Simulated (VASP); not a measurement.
# WC (Fm-3m) in VASP: further runs, part 2 of 2

VASP 6.6.1. Earlier steps stand in the parts before.

### 5 Single point, PBE0

This run uses another cell than the first one, of 9.91 Å³/atom.

POSCAR

```
WC
1.0
    0.0000000000      2.1479227872      2.1479227872
    2.1479227872      0.0000000000      2.1479227872
    2.1479227872      2.1479227872      0.0000000000
W C
1 1
Direct
    0.0000000000      0.0000000000      0.0000000000
    0.5000000000      0.5000000000      0.5000000000
```

INCAR.step1

```
SYSTEM = WC
PREC     = Accurate       ! precision mode
ENCUT    = 520            ! plane-wave cutoff, eV
EDIFF    = 1E-5           ! SCF threshold, eV
ISMEAR   = -1             ! smearing method
SIGMA    = 0.05           ! smearing width, eV
LREAL    = .FALSE.        ! projectors in reciprocal space
LASPH    = .TRUE.         ! aspherical terms in the spheres
NELM     = 60             ! most SCF steps
ALGO     = Normal         ! electronic algorithm
ISIF     = 2              ! what is computed and relaxed
LWAVE    = .TRUE.         ! write WAVECAR
LCHARG   = .FALSE.        ! write CHGCAR
NBANDS   = 16             ! bands
GGA      = PE             ! functional
```

INCAR.step2

```
SYSTEM = WC
PREC     = Accurate       ! precision mode
ENCUT    = 520            ! plane-wave cutoff, eV
EDIFF    = 1E-7           ! SCF threshold, eV
ISMEAR   = -1             ! smearing method
SIGMA    = 0.05           ! smearing width, eV
LREAL    = .FALSE.        ! projectors in reciprocal space
LASPH    = .TRUE.         ! aspherical terms in the spheres
NELM     = 60             ! most SCF steps
ALGO     = Normal         ! electronic algorithm
ISIF     = 2              ! what is computed and relaxed
LWAVE    = .FALSE.        ! write WAVECAR
LCHARG   = .FALSE.        ! write CHGCAR
GGA      = PE             ! functional
LHFCALC  = .TRUE.         ! exact exchange
AEXX     = 0.25           ! exact-exchange fraction
PRECFOCK = Normal       
NBANDS   = 16             ! bands
ISTART   = 1
```

KPOINTS

```
regular mesh
0
G
  6 6 6
  0 0 0
```

Potentials or basis: VASP PAW PBE potentials, release 64 (W_sv, C).

Launch:

```sh
$ cat potpaw_PBE.64/W_sv/POTCAR potpaw_PBE.64/C/POTCAR > POTCAR
$ cp INCAR.step1 INCAR
$ mpirun -np 1 vasp_std > vasp.out
$ cp INCAR.step2 INCAR
$ mpirun -np 1 vasp_std > vasp.out
```

OUTCAR:

```text
SYSTEM = WC
   PREC = Accurate
   ENCUT = 520
   EDIFF = 1E-7
   ISMEAR = -1
   LREAL = .FALSE.
   LASPH = .TRUE.
   NELM = 60
   ISIF = 2
   GGA = PE
   LHFCALC = .TRUE.
   AEXX = 0.25
   PRECFOCK = Normal
   ISTART = 1

 ion  position               nearest neighbor table
   1  0.000  0.000  0.000-   2 2.15   2 2.15   2 2.15   2 2.15   2 2.15   2 2.15
   2  0.500  0.500  0.500-   1 2.15   1 2.15   1 2.15   1 2.15   1 2.15   1 2.15

  LATTYP: Found a face centered cubic cell.
 ALAT       =     4.2958455744
[... 492 lines left out ...]

  FORCE on cell =-STRESS in cart. coord.  units (eV):
  Direction    XX          YY          ZZ          XY          YZ          ZX
  --------------------------------------------------------------------------------------
  -------------------------------------------------------------------------------------
  Total        1.9313667      1.9313667      1.9313667      0.0000000      0.0000000      0.0000000
  in kB      156.1310675    156.1310675    156.1310675      0.0000000      0.0000000      0.0000000
  external PRESSURE =     156.1310675 kB  Pullay stress =       0.0000000 kB

 VOLUME and BASIS-vectors are now :
 -----------------------------------------------------------------------------
  energy-cutoff  :      520.00
  volume of cell :       19.82
      direct lattice vectors                 reciprocal lattice vectors
     0.000000000  2.147922787  2.147922787    -0.232783042  0.232783042  0.232783042
     2.147922787  0.000000000  2.147922787     0.232783042 -0.232783042  0.232783042
     2.147922787  2.147922787  0.000000000     0.232783042  0.232783042 -0.232783042

 POSITION                                       TOTAL-FORCE (eV/Angst)
 -----------------------------------------------------------------------------------
      0.00000      0.00000      0.00000         0.000000     -0.000000      0.000000
      2.14792      2.14792      2.14792        -0.000000      0.000000     -0.000000
 -----------------------------------------------------------------------------------
    total drift:                                0.000000      0.000000      0.000000

  FREE ENERGIE OF THE ION-ELECTRON SYSTEM (eV)
  ---------------------------------------------------
  free  energy   TOTEN  =       -26.4555678428 eV

  energy  without entropy=      -26.4488728951  energy(sigma->0) =      -26.45222037
```

OUTCAR.step1:

```text
SYSTEM = WC
   PREC = Accurate
   ENCUT = 520
   EDIFF = 1E-5
   ISMEAR = -1
   LREAL = .FALSE.
[... 515 lines left out ...]
      0.00000      0.00000      0.00000         0.000000      0.000000      0.000000
      2.14792      2.14792      2.14792         0.000000      0.000000      0.000000
 -----------------------------------------------------------------------------------
    total drift:                                0.000000     -0.000000     -0.000000

  FREE ENERGIE OF THE ION-ELECTRON SYSTEM (eV)
  ---------------------------------------------------
  free  energy   TOTEN  =       -21.4037885895 eV

  energy  without entropy=      -21.3949400582  energy(sigma->0) =      -21.39936432
```

It took 15 min on 1 thread of Intel Xeon 6975P-C (Granite Rapids), shared host; peak memory 0.16 GiB.

What came out:

```yaml
Free_energy: -26.4556 eV
Pressure: 15.6 GPa
Band_gap_on_the_k_mesh: zero (bands 9 and 10 overlap by 4.33 eV)
```

Caveat: the k points lie up to 0.42 Å⁻¹ apart, too coarse for converged energies and pressures of a metal; the PAW data sets were made with another functional, which shifts forces and pressure a little; spin-orbit coupling is left out, which moves the levels of the heavy elements.

### 6 Single point, PBE0

This run uses another cell than the first one, of 10.12 Å³/atom.

POSCAR

```
WC
1.0
    0.0000000000      2.1630495024      2.1630495024
    2.1630495024      0.0000000000      2.1630495024
    2.1630495024      2.1630495024      0.0000000000
W C
1 1
Direct
    0.0000000000      0.0000000000      0.0000000000
    0.5000000000      0.5000000000      0.5000000000
```

INCAR.step1

```
SYSTEM = WC
PREC     = Accurate       ! precision mode
ENCUT    = 520            ! plane-wave cutoff, eV
EDIFF    = 1E-5           ! SCF threshold, eV
ISMEAR   = -1             ! smearing method
SIGMA    = 0.05           ! smearing width, eV
LREAL    = .False.        ! projectors in reciprocal space
LASPH    = .True.         ! aspherical terms in the spheres
NELM     = 100            ! most SCF steps
ALGO     = Normal         ! electronic algorithm
ISIF     = 2              ! what is computed and relaxed
LWAVE    = .True.         ! write WAVECAR
LCHARG   = .False.        ! write CHGCAR
NBANDS   = 16             ! bands
GGA      = PE             ! functional
```

INCAR.step2

```
SYSTEM = WC
PREC     = Accurate       ! precision mode
ENCUT    = 520            ! plane-wave cutoff, eV
EDIFF    = 1E-7           ! SCF threshold, eV
ISMEAR   = -1             ! smearing method
SIGMA    = 0.05           ! smearing width, eV
LREAL    = .False.        ! projectors in reciprocal space
LASPH    = .True.         ! aspherical terms in the spheres
NELM     = 100            ! most SCF steps
ALGO     = Normal         ! electronic algorithm
ISIF     = 2              ! what is computed and relaxed
LWAVE    = .False.        ! write WAVECAR
LCHARG   = .False.        ! write CHGCAR
GGA      = PE             ! functional
LHFCALC  = .True.         ! exact exchange
AEXX     = 0.25           ! exact-exchange fraction
PRECFOCK = Normal       
NBANDS   = 16             ! bands
ISTART   = 1
```

KPOINTS

```
regular mesh
0
Gamma
  6 6 6
  0 0 0
```

Potentials or basis: VASP PAW PBE potentials, release 64 (W_sv, C).

Launch:

```sh
$ cat potpaw_PBE.64/W_sv/POTCAR potpaw_PBE.64/C/POTCAR > POTCAR
$ cp INCAR.step1 INCAR
$ mpirun -np 1 vasp_std > vasp.out
$ cp INCAR.step2 INCAR
$ mpirun -np 1 vasp_std > vasp.out
```

OUTCAR:

```text
SYSTEM = WC
   PREC = Accurate
   ENCUT = 520
   EDIFF = 1E-7
   ISMEAR = -1
   LREAL = .False.
   LASPH = .True.
   NELM = 100
   ISIF = 2
   GGA = PE
   LHFCALC = .True.
   AEXX = 0.25
   PRECFOCK = Normal
   ISTART = 1

 ion  position               nearest neighbor table
   1  0.000  0.000  0.000-   2 2.16   2 2.16   2 2.16   2 2.16   2 2.16   2 2.16
   2  0.500  0.500  0.500-   1 2.16   1 2.16   1 2.16   1 2.16   1 2.16   1 2.16

  LATTYP: Found a face centered cubic cell.
 ALAT       =     4.3260990048

  Lattice vectors:

 A1 = (   0.0000000000,   2.1630495024,   2.1630495024)
 A2 = (   2.1630495024,   0.0000000000,   2.1630495024)
 A3 = (   2.1630495024,   2.1630495024,   0.0000000000)

Analysis of symmetry for initial positions (statically):
=====================================================================
 Subroutine PRICEL returns:
 Original cell was already a primitive cell.

 Routine SETGRP: Setting up the symmetry group for a
 face centered cubic supercell.

 Subroutine GETGRP returns: Found 48 space group operations
 (whereof 48 operations were pure point group operations)
 out of a pool of 48 trial point group operations.

The static configuration has the point symmetry O_h .

Analysis of symmetry for dynamics (positions and initial velocities):
=====================================================================
 Subroutine PRICEL returns:
 Original cell was already a primitive cell.

 Routine SETGRP: Setting up the symmetry group for a
 face centered cubic supercell.

 Subroutine GETGRP returns: Found 48 space group operations
 (whereof 48 operations were pure point group operations)
 out of a pool of 48 trial point group operations.

The dynamic configuration has the point symmetry O_h .

 Subroutine INISYM returns: Found 48 space group operations
 (whereof 48 operations are pure point group operations),
 and found     1 'primitive' translations

[... 108 lines left out ...]
  Thomas-Fermi vector in A             =   2.675460
   LORBIT       =      0    0 simple, 1 ext, 2 COOP (PROOUT), +10 PAW based schemes
   GGA     = PE    functional components
   LHFCALC =     T    Hartree Fock is set to
   PRECFOCK=normal    Normal, Fast or Accurate (Low or Medium for compatibility)
   ENCUT4O =  -1.0   cutoff for four orbital integrals eV
   NKREDX  =     1    reduce k-point grid by
   NKREDY  =     1    reduce k-point grid by
   NKREDZ  =     1    reduce k-point grid by
   AEXX    =    0.2500 exact exchange contribution
   HFSCREEN=    0.0000 screening length (either q_TF or 0.3 A-1)
   HFSCREENC=   0.0000 screening length for correlation (either q_TF or 0.3 A-1)
   ENCUTFOCK=  -1.0 apply spherical cutoff to Coloumb kernel
   IVDW    =     0    specifies the selected vdW correction
   LEPSILON=     F    determine dielectric tensor
   LRPA    =     F    only Hartree local field effects (RPA)
 non-spin polarized calculation
  energy-cutoff  :      520.00
  volume of cell :       20.24
 maximum number of plane-waves:       556
  NGX = 18; NGY = 18; NGZ = 18

 number of electron      17.9999999 magnetization

 Free energy of the ion-electron system (eV)
  ---------------------------------------------------
  ext. energy  EPLUGINS =         0.00000000
  ---------------------------------------------------
  free energy    TOTEN  =       -26.48421249 eV

  energy without entropy =      -26.47751894  energy(sigma->0) =      -26.48086571

 E-fermi :  12.8654     XC(G=0): -10.9322

 val. band max:       12.8077816624   @ k =  -0.3333   0.1667   0.0000
 cond. band min:      13.6644985306   @ k =  -0.3333   0.3333   0.1667
 fundamental gap:      0.8567168682
 Fermi energy:        12.8653534812

 k-point     1 :       0.0000    0.0000    0.0000
  band No.  band energies     occupation
      1     -67.0764      2.00000
      2     -29.5542      2.00000
      3     -29.5542      2.00000
      4     -29.5542      2.00000
      5      -5.6166      2.00000
      6       9.2771      2.00000
[... 281 lines left out ...]
      3     -29.9626      2.00000
      4     -29.8523      2.00000
      5      -2.4584      2.00000
      6       5.3894      2.00000
[... 8 lines left out ...]
     15      26.7593      0.00000
     16      29.3477      0.00000

------------------------ aborting loop because EDIFF is reached ----------------------------------------

  FORCE on cell =-STRESS in cart. coord.  units (eV):
  Direction    XX          YY          ZZ          XY          YZ          ZX
  --------------------------------------------------------------------------------------
  -------------------------------------------------------------------------------------
  Total        0.7738027      0.7738027      0.7738027     -0.0000000     -0.0000000      0.0000000
  in kB       61.2507567     61.2507567     61.2507567     -0.0000000     -0.0000000      0.0000000
  external PRESSURE =      61.2507567 kB  Pullay stress =       0.0000000 kB

 VOLUME and BASIS-vectors are now :
 -----------------------------------------------------------------------------
  energy-cutoff  :      520.00
  volume of cell :       20.24
      direct lattice vectors                 reciprocal lattice vectors
     0.000000000  2.163049502  2.163049502    -0.231155135  0.231155135  0.231155135
     2.163049502  0.000000000  2.163049502     0.231155135 -0.231155135  0.231155135
     2.163049502  2.163049502  0.000000000     0.231155135  0.231155135 -0.231155135

 POSITION                                       TOTAL-FORCE (eV/Angst)
 -----------------------------------------------------------------------------------
      0.00000      0.00000      0.00000         0.000000     -0.000000      0.000000
      2.16305      2.16305      2.16305        -0.000000      0.000000     -0.000000
 -----------------------------------------------------------------------------------
    total drift:                               -0.000000     -0.000000     -0.000000

  FREE ENERGIE OF THE ION-ELECTRON SYSTEM (eV)
  ---------------------------------------------------
  free  energy   TOTEN  =       -26.4842124905 eV

  energy  without entropy=      -26.4775189354  energy(sigma->0) =      -26.48086571
```

Wall time 15 min (1 thread of Intel Xeon 6975P-C (Granite Rapids), shared host); peak memory 0.15 GiB.

What came out:

- Free energy: -26.4842 eV
- Pressure: 6.1 GPa
- Band gap on the k mesh: zero (bands 9 and 10 overlap by 4.22 eV)

Caveat: the k points lie up to 0.42 Å⁻¹ apart, too coarse for converged energies and pressures of a metal; the PAW data sets were made with another functional, which shifts forces and pressure a little; spin-orbit coupling is left out, which moves the levels of the heavy elements.

### 7 Summary

```tsv
level	potentials or basis	cell	k mesh	cutoff (eV)	grid for exact exchange (PRECFOCK)	share of exact exchange	gap on the mesh (eV)	pressure (GPa)
PBE0	VASP PAW PBE potentials, release 64 (W_sv, C)	a = 3.142 Å, angles 60.0°, 2 atoms	6 × 6 × 6	520	Normal	0.25	none	-23.0
LDA	VASP PAW LDA potentials, release 64 (W_sv, C)	a = 3.059 Å, angles 60.0°, 2 atoms	10 × 10 × 10	600	-	-	none	1.1
LDA	VASP PAW LDA potentials, release 64 (W_sv, C)	a = 3.080 Å, angles 60.0°, 2 atoms	10 × 10 × 10	600	-	-	none	-6.9
PBE0	VASP PAW PBE potentials, release 64 (W_sv, C)	a = 3.038 Å, angles 60.0°, 2 atoms	6 × 6 × 6	520	Normal	0.25	none	15.6
PBE0	VASP PAW PBE potentials, release 64 (W_sv, C)	a = 3.059 Å, angles 60.0°, 2 atoms	6 × 6 × 6	520	Normal	0.25	none	6.1
```

Alike in all rows: task single point; no spin polarisation; smearing fermi-dirac 0.05 eV.

Caveats: some runs use coarse meshes; spin-orbit coupling is left out, which moves the levels of the heavy elements; the PAW data sets were made with another functional, which shifts forces and pressure a little (at least some runs); the cell stands under tension (at least some runs).

Total energies depend on the potentials used, so only differences within one code and one set of settings carry meaning.
